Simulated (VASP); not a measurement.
# ZnCu (Pm-3m) in VASP: a series of runs

The runs below take ZnCu through single point, with r2SCAN.

Everything below comes from runs of VASP 6.6.1. Logs are shortened: lines on timing, memory, paths and dates and some standing lists are left out, and cuts for length are marked.

### Step 1. The cell of the first run

It takes space group Pm-3m (No. 221, cubic). The conventional cell has a = 2.859 Å, b = 2.859 Å, c = 2.859 Å, α = 90.00°, β = 90.00°, γ = 90.00°. Zn (site symmetry m-3m) has 8 Cu at 2.48 Å and 6 Zn at 2.86 Å within 3.3 Å. Cu (site symmetry m-3m) has 8 Zn at 2.48 Å and 6 Cu at 2.86 Å within 3.3 Å.

### Step 2. Single point, r2SCAN (volume scaled by 0.94)

File POSCAR:

```
ZnCu
1.0
    2.8591054769      0.0000000000      0.0000000000
    0.0000000000      2.8591054769      0.0000000000
    0.0000000000      0.0000000000      2.8591054769
Zn Cu
1 1
Direct
    0.5000000000      0.5000000000      0.5000000000
    0.0000000000      0.0000000000      0.0000000000
```

File INCAR.step1:

```
SYSTEM = ZnCu
ALGO = Normal
EDIFF = 1E-4
ENCUT = 520
GGA = PE
ISMEAR = 0
LASPH = .True.
LCHARG = .False.
LREAL = .False.
LWAVE = .True.
NBANDS = 18
NELM = 100
PREC = Accurate
SIGMA = 0.1
```

File INCAR.step2:

```
SYSTEM = ZnCu
ALGO = Normal
EDIFF = 1E-6
ENCUT = 520
ISIF = 2
ISMEAR = 0
ISTART = 1
LASPH = .True.
LCHARG = .False.
LMIXTAU = .True.
LREAL = .False.
LWAVE = .False.
METAGGA = R2SCAN
NBANDS = 18
NELM = 100
PREC = Accurate
SIGMA = 0.1
```

File KPOINTS:

```
k-points
0
Gamma
  14 14 14
  0 0 0
```

Potentials or basis: VASP PAW PBE potentials, release 64 (Zn, Cu).

On the command line:

```console
> cat potpaw_PBE.64/Zn/POTCAR potpaw_PBE.64/Cu/POTCAR > POTCAR
> cp INCAR.step1 INCAR
> mpirun -np 1 vasp_std > vasp.out
> cp INCAR.step2 INCAR
> mpirun -np 1 vasp_std > vasp.out
```

OUTCAR:

```text
SYSTEM = ZnCu
   EDIFF = 1E-6
   ENCUT = 520
   ISIF = 2
   ISMEAR = 0
   ISTART = 1
   LASPH = .True.
   LREAL = .False.
   METAGGA = R2SCAN
   NELM = 100
   PREC = Accurate

 ion  position               nearest neighbor table
   1  0.500  0.500  0.500-   2 2.48   2 2.48   2 2.48   2 2.48   2 2.48   2 2.48   2 2.48   2 2.48

   2  0.000  0.000  0.000-   1 2.48   1 2.48   1 2.48   1 2.48   1 2.48   1 2.48   1 2.48   1 2.48

  LATTYP: Found a simple cubic cell.
 ALAT       =     2.8591054769

  Lattice vectors:

 A1 = (   2.8591054769,   0.0000000000,   0.0000000000)
 A2 = (   0.0000000000,   2.8591054769,   0.0000000000)
 A3 = (   0.0000000000,   0.0000000000,   2.8591054769)

Analysis of symmetry for initial positions (statically):
=====================================================================
 Subroutine PRICEL returns:
 Original cell was already a primitive cell.

 Routine SETGRP: Setting up the symmetry group for a
 simple cubic supercell.

 Subroutine GETGRP returns: Found 48 space group operations
 (whereof 48 operations were pure point group operations)
 out of a pool of 48 trial point group operations.

The static configuration has the point symmetry O_h .

Analysis of symmetry for dynamics (positions and initial velocities):
=====================================================================
 Subroutine PRICEL returns:
 Original cell was already a primitive cell.

 Routine SETGRP: Setting up the symmetry group for a
 simple cubic supercell.

 Subroutine GETGRP returns: Found 48 space group operations
 (whereof 48 operations were pure point group operations)
 out of a pool of 48 trial point group operations.

The dynamic configuration has the point symmetry O_h .

 Subroutine INISYM returns: Found 48 space group operations
 (whereof 48 operations are pure point group operations),
 and found     1 'primitive' translations

----------------------------------------------------------------------------------------

                                     Primitive cell

  volume of cell :      23.3717

  direct lattice vectors                    reciprocal lattice vectors
     2.859105477  0.000000000  0.000000000     0.349759744  0.000000000  0.000000000
     0.000000000  2.859105477  0.000000000     0.000000000  0.349759744  0.000000000
     0.000000000  0.000000000  2.859105477     0.000000000  0.000000000  0.349759744

  length of vectors
     2.859105477  2.859105477  2.859105477     0.349759744  0.349759744  0.349759744

[... 79 lines left out ...]
   NELM   =    100;   NELMIN=  2; NELMDL=  0     # of ELM steps
   EDIFF  = 0.1E-05   stopping-criterion for ELM
   LREAL  =      F    real-space projection
   EDIFFG = 0.1E-04   stopping-criterion for IOM
   NSW    =      0    number of steps for IOM
   IBRION =     -1    ionic relax: 0-MD 1-quasi-New 2-CG
   NFREE  =      0    steps in history (QN), initial steepest desc. (CG)
   ISIF   =      2    stress and relaxation
   ISYM   =      2    0-nonsym 1-usesym 2-fastsym
   POTIM  = 0.5000    time-step for ionic-motion
   TEBEG  =    0.0;   TEEND  =   0.0 temperature during run
   PSTRESS=    0.0 pullay stress
   NELECT =      23.0000    total number of electrons
   NUPDOWN=      -1.0000    fix difference up-down
   EMIN   =  10.00;   EMAX   =-10.00  energy-range for DOS
   EFERMI =   0.00;   METHOD = LEGACY
   ISMEAR =     0;   SIGMA  =   0.10  broadening in eV -4-tet -1-fermi 0-gaus
   EFERMI_NEDOS =   21; number of points for ismear=-14 and -15
   IALGO  =     38    algorithm
   IMIX   =      4    mixing-type and parameters
     AMIX     =   0.40;   BMIX     =  1.00
     AMIX_MAG =   1.60;   BMIX_MAG =  1.00
  volume/ion in A,a.u.               =      11.69        78.86
  Fermi-wavevector in a.u.,A,eV,Ry     =   1.628373  3.077179 36.077196  2.651599
  Thomas-Fermi vector in A             =   2.721015
   LORBIT       =      0    0 simple, 1 ext, 2 COOP (PROOUT), +10 PAW based schemes
   METAGGA = R2SCAN    functional components
   LHFCALC =     F    Hartree Fock is set to
   AEXX    =    0.0000 exact exchange contribution
   IVDW    =     0    specifies the selected vdW correction
   LEPSILON=     F    determine dielectric tensor
   LRPA    =     F    only Hartree local field effects (RPA)
 non-spin polarized calculation
 Gauss-broadening in eV      SIGMA  =   0.10
  energy-cutoff  :      520.00
  volume of cell :       23.37
 maximum number of plane-waves:       651
 NGX is ok and might be reduce to    24
   NGX = 11   NGY = 11   NGZ = 11

 number of electron      22.9999982 magnetization

 Free energy of the ion-electron system (eV)
  ---------------------------------------------------
  ext. energy  EPLUGINS =         0.00000000
  ---------------------------------------------------
  free energy    TOTEN  =       -19.89541457 eV

  energy without entropy =      -19.89387329  energy(sigma->0) =      -19.89464393

 E-fermi :   6.2696     XC(G=0): -14.1104

 val. band max:        6.1591802120   @ k =   0.3571   0.2143   0.1429
 cond. band min:       6.2801486476   @ k =   0.4286   0.3571   0.2143
 fundamental gap:      0.1209684356
 Fermi energy:         6.2696421031

 k-point     1 :       0.0000    0.0000    0.0000
  band No.  band energies     occupation
      1      -5.2447      2.00000
      2      -2.2519      2.00000
      3      -2.2519      2.00000
      4      -1.3550      2.00000
      5      -1.3550      2.00000
      6      -1.3550      2.00000
[... 481 lines left out ...]
      5      -1.4175      2.00000
      6      -0.9764      2.00000
[... 10 lines left out ...]
     17      23.9397      0.00000
     18      24.6934      0.00000

 [... further k-points ...]

------------------------ aborting loop because EDIFF is reached ----------------------------------------

  FORCE on cell =-STRESS in cart. coord.  units (eV):
  Direction    XX          YY          ZZ          XY          YZ          ZX
  --------------------------------------------------------------------------------------
  -------------------------------------------------------------------------------------
  Total        1.5171234      1.5171234      1.5171234      0.0000000     -0.0000000      0.0000000
  in kB      104.0018215    104.0018215    104.0018215      0.0000000     -0.0000000      0.0000000
  external PRESSURE =     104.0018215 kB  Pullay stress =       0.0000000 kB

 VOLUME and BASIS-vectors are now :
 -----------------------------------------------------------------------------
  energy-cutoff  :      520.00
  volume of cell :       23.37
      direct lattice vectors                 reciprocal lattice vectors
     2.859105477  0.000000000  0.000000000     0.349759744  0.000000000  0.000000000
     0.000000000  2.859105477  0.000000000     0.000000000  0.349759744  0.000000000
     0.000000000  0.000000000  2.859105477     0.000000000  0.000000000  0.349759744

 POSITION                                       TOTAL-FORCE (eV/Angst)
 -----------------------------------------------------------------------------------
      1.42955      1.42955      1.42955         0.000000      0.000000      0.000000
      0.00000      0.00000      0.00000         0.000000      0.000000      0.000000
 -----------------------------------------------------------------------------------
    total drift:                                0.000000      0.000000     -0.000000

  FREE ENERGIE OF THE ION-ELECTRON SYSTEM (eV)
  ---------------------------------------------------
  free  energy   TOTEN  =       -19.8954145679 eV

  energy  without entropy=      -19.8938732944  energy(sigma->0) =      -19.89464393
```

OUTCAR.step1:

```text
SYSTEM = ZnCu
   EDIFF = 1E-4
   ENCUT = 520
   GGA = PE
   ISMEAR = 0
   LASPH = .True.
   LREAL = .False.
[... 726 lines left out ...]
      1.42955      1.42955      1.42955         0.000000      0.000000      0.000000
      0.00000      0.00000      0.00000         0.000000      0.000000      0.000000
 -----------------------------------------------------------------------------------
    total drift:                                0.000000      0.000000     -0.000000

  FREE ENERGIE OF THE ION-ELECTRON SYSTEM (eV)
  ---------------------------------------------------
  free  energy   TOTEN  =        -4.8861139105 eV

  energy  without entropy=       -4.8846965105  energy(sigma->0) =       -4.88540521
```

OSZICAR.step1:

```text
N       E                     dE             d eps       ncg     rms          rms(c)
DAV:   1     0.114620300902E+03    0.11462E+03   -0.11223E+04  4720   0.216E+03
DAV:   2    -0.122534189808E+01   -0.11585E+03   -0.11114E+03  4334   0.302E+02
DAV:   3    -0.600470614665E+01   -0.47794E+01   -0.47422E+01  4774   0.759E+01
DAV:   4    -0.604278096657E+01   -0.38075E-01   -0.38061E-01  4956   0.624E+00
DAV:   5    -0.604326683726E+01   -0.48587E-03   -0.48585E-03  4808   0.734E-01    0.103E+01
DAV:   6    -0.573760684205E+01    0.30566E+00   -0.13852E+01  4618   0.934E+01    0.570E+00
DAV:   7    -0.490207153146E+01    0.83554E+00   -0.30699E+00  4648   0.903E+01    0.270E+00
DAV:   8    -0.489546906020E+01    0.66025E-02   -0.11330E-01  4750   0.417E+00    0.137E+00
DAV:   9    -0.488620472029E+01    0.92643E-02   -0.94984E-03  5682   0.213E+00    0.102E-01
DAV:  10    -0.488613134083E+01    0.73379E-04   -0.10497E-03  6138   0.843E-01    0.524E-02
DAV:  11    -0.488611391053E+01    0.17430E-04   -0.92116E-05  2414   0.312E-01
   1 F= -.48861139E+01 E0= -.48854052E+01  d E =-.141740E-02
```

It took 3.9 min on 1 thread of Oxide Virtual Turin-like, shared host; peak memory 0.15 GiB.

Results:

- Free energy: -19.8954 eV
- Pressure: 10.4 GPa

Caveat: the cell differs from its parent crystal (volume scaled by 0.94); the PAW data sets were made with another functional, which shifts forces and pressure a little.

### Step 3. Single point, r2SCAN (volume scaled by 0.97)

File POSCAR:

```
ZnCu
1.0
    2.8892035358      0.0000000000      0.0000000000
    0.0000000000      2.8892035358      0.0000000000
    0.0000000000      0.0000000000      2.8892035358
Zn Cu
1 1
Direct
    0.5000000000      0.5000000000      0.5000000000
    0.0000000000      0.0000000000      0.0000000000
```

File INCAR.step1:

```
PREC = Accurate
ENCUT = 520
ISMEAR = 0
SIGMA = 0.1
LREAL = False
LASPH = True
NELM = 100
NBANDS = 18
GGA = PE
ALGO = Normal
EDIFF = 1E-4
LWAVE = True
LCHARG = False
```

File INCAR.step2:

```
PREC = Accurate
ENCUT = 520
EDIFF = 1E-6
ISMEAR = 0
SIGMA = 0.1
LREAL = False
LASPH = True
NELM = 100
ALGO = Normal
ISIF = 2
LWAVE = False
LCHARG = False
METAGGA = R2SCAN
LMIXTAU = True
NBANDS = 18
ISTART = 1
```

File KPOINTS:

```
Automatic mesh
0
Gamma
  14 14 14
```

Potentials or basis: VASP PAW PBE potentials, release 64 (Zn, Cu).

On the command line:

```console
> cat potpaw_PBE.64/Zn/POTCAR potpaw_PBE.64/Cu/POTCAR > POTCAR
> cp INCAR.step1 INCAR
> mpirun -np 1 vasp_std > vasp.out
> cp INCAR.step2 INCAR
> mpirun -np 1 vasp_std > vasp.out
```

OUTCAR:

```text
PREC = Accurate
   ENCUT = 520
   EDIFF = 1E-6
   ISMEAR = 0
   LREAL = False
   LASPH = True
   NELM = 100
   ISIF = 2
   METAGGA = R2SCAN
   ISTART = 1

 ion  position               nearest neighbor table
   1  0.500  0.500  0.500-   2 2.50   2 2.50   2 2.50   2 2.50   2 2.50   2 2.50   2 2.50   2 2.50

   2  0.000  0.000  0.000-   1 2.50   1 2.50   1 2.50   1 2.50   1 2.50   1 2.50   1 2.50   1 2.50

  LATTYP: Found a simple cubic cell.
 ALAT       =     2.8892035358

  Lattice vectors:

[... 692 lines left out ...]
------------------------ aborting loop because EDIFF is reached ----------------------------------------

  FORCE on cell =-STRESS in cart. coord.  units (eV):
  Direction    XX          YY          ZZ          XY          YZ          ZX
  --------------------------------------------------------------------------------------
  -------------------------------------------------------------------------------------
  Total        0.7539187      0.7539187      0.7539187      0.0000000     -0.0000000      0.0000000
  in kB       50.0841908     50.0841908     50.0841908      0.0000000     -0.0000000      0.0000000
  external PRESSURE =      50.0841908 kB  Pullay stress =       0.0000000 kB

 VOLUME and BASIS-vectors are now :
 -----------------------------------------------------------------------------
  energy-cutoff  :      520.00
  volume of cell :       24.12
      direct lattice vectors                 reciprocal lattice vectors
     2.889203536  0.000000000  0.000000000     0.346116148  0.000000000  0.000000000
     0.000000000  2.889203536  0.000000000     0.000000000  0.346116148  0.000000000
     0.000000000  0.000000000  2.889203536     0.000000000  0.000000000  0.346116148

 POSITION                                       TOTAL-FORCE (eV/Angst)
 -----------------------------------------------------------------------------------
      1.44460      1.44460      1.44460         0.000000      0.000000      0.000000
      0.00000      0.00000      0.00000         0.000000      0.000000      0.000000
 -----------------------------------------------------------------------------------
    total drift:                                0.000000      0.000000     -0.000000

  FREE ENERGIE OF THE ION-ELECTRON SYSTEM (eV)
  ---------------------------------------------------
  free  energy   TOTEN  =       -19.9313927587 eV

  energy  without entropy=      -19.9299040791  energy(sigma->0) =      -19.93064842
```

It took 4.6 min on 1 thread of Oxide Virtual Turin-like, shared host; peak memory 0.15 GiB.

What came out:

* Free energy: -19.9314 eV
* Pressure: 5.0 GPa

Caveat: the cell differs from its parent crystal (volume scaled by 0.97); the PAW data sets were made with another functional, which shifts forces and pressure a little.

### Step 4. Single point, r2SCAN

This run uses another cell than the first one, of 12.43 Å³/atom, 1.064 times its volume.

File POSCAR:

```
ZnCu
1.0
   -2.9186872436      0.0000000000      0.0000000000
    0.0000000000     -2.9186872436      0.0000000000
    0.0000000000      0.0000000000      2.9186872436
Zn Cu
1 1
Direct
    0.0000000000      0.0000000000      0.0000000000
    0.5000000000      0.5000000000      0.5000000000
```

File INCAR.step1:

```
SYSTEM = ZnCu
PREC = Accurate
ENCUT = 520
ISMEAR = 0
SIGMA = 0.1
LREAL = .False.
LASPH = .True.
NELM = 80
NBANDS = 18
GGA = PE
ALGO = Normal
EDIFF = 1E-4
LWAVE = .True.
LCHARG = .False.
```

File INCAR.step2:

```
SYSTEM = ZnCu
PREC = Accurate
ENCUT = 520
EDIFF = 1E-7
ISMEAR = 0
SIGMA = 0.1
LREAL = .False.
LASPH = .True.
NELM = 80
ALGO = Normal
ISIF = 2
LWAVE = .False.
LCHARG = .False.
METAGGA = R2SCAN
LMIXTAU = .True.
NBANDS = 18
ISTART = 1
```

File KPOINTS:

```
Automatic mesh
0
Gamma
  14 14 14
  0 0 0
```

On the command line:

```console
> cat potpaw_PBE.64/Zn/POTCAR potpaw_PBE.64/Cu/POTCAR > POTCAR
> cp INCAR.step1 INCAR
> mpirun -np 1 vasp_std > vasp.out
> cp INCAR.step2 INCAR
> mpirun -np 1 vasp_std > vasp.out
```

Wall time 4.8 min (1 thread of Oxide Virtual Turin-like, shared host); peak memory 0.15 GiB.

The run converged. Its results:

* Free energy: -19.9444 eV
* Pressure: 0.7 GPa

Levels at points of the mesh, in eV from the Fermi level:
```
           k point  band 10  band 11  band 12  band 13  band 14  band 15
(0.00, 0.00, 0.00)    -2.89    -2.89     6.72     6.72     6.72    11.68
(0.50, 0.00, 0.00)    -3.48    -2.97    -2.12    12.58    12.58    13.16
(0.50, 0.50, 0.00)    -2.66    -2.10    -2.10     2.04     2.37    15.09
(0.50, 0.50, 0.50)    -2.64     4.53     4.53     4.53     4.58     4.76
```

Caveat: the PAW data sets were made with another functional, which shifts forces and pressure a little.

### Step 5. Single point, r2SCAN

This run uses another cell than the first one, of 12.43 Å³/atom, 1.064 times its volume.

File POSCAR:

```
ZnCu
1.0
    2.9186872409      0.0000000000      0.0000000000
    0.0000000000      2.9186872409      0.0000000000
    0.0000000000      0.0000000000      2.9186872409
Zn Cu
1 1
Direct
    0.5000000000      0.5000000000      0.5000000000
    0.0000000000      0.0000000000      0.0000000000
```

INCAR.step1 is that of step 4.

INCAR.step2 is that of step 4.

KPOINTS is that of step 4.

On the command line:

```console
> cat potpaw_PBE.64/Zn/POTCAR potpaw_PBE.64/Cu/POTCAR > POTCAR
> cp INCAR.step1 INCAR
> mpirun -np 1 vasp_std > vasp.out
> cp INCAR.step2 INCAR
> mpirun -np 1 vasp_std > vasp.out
```

Run time: 3.5 min. Hardware: 1 thread of Oxide Virtual Turin-like, shared host; peak memory 0.15 GiB.

Results (log left out):

```yaml
Free_energy: -19.9444 eV
Pressure: 0.7 GPa
```

Levels at points of the mesh, in eV from the Fermi level:
```tsv
k point	band 9	band 10	band 11	band 12	band 13	band 14	band 15	band 16
(0.00, 0.00, 0.00)	-2.89	-2.89	-2.89	6.72	6.72	6.72	11.68	11.68
(0.50, 0.00, 0.00)	-3.48	-3.48	-2.97	-2.12	12.58	12.58	13.16	13.16
(0.50, 0.50, 0.00)	-3.05	-2.66	-2.10	-2.10	2.04	2.37	15.09	16.52
(0.50, 0.50, 0.50)	-2.64	-2.64	4.53	4.53	4.53	4.58	4.76	4.76
```

Caveat: the PAW data sets were made with another functional, which shifts forces and pressure a little.

[end of part 1 of 2]
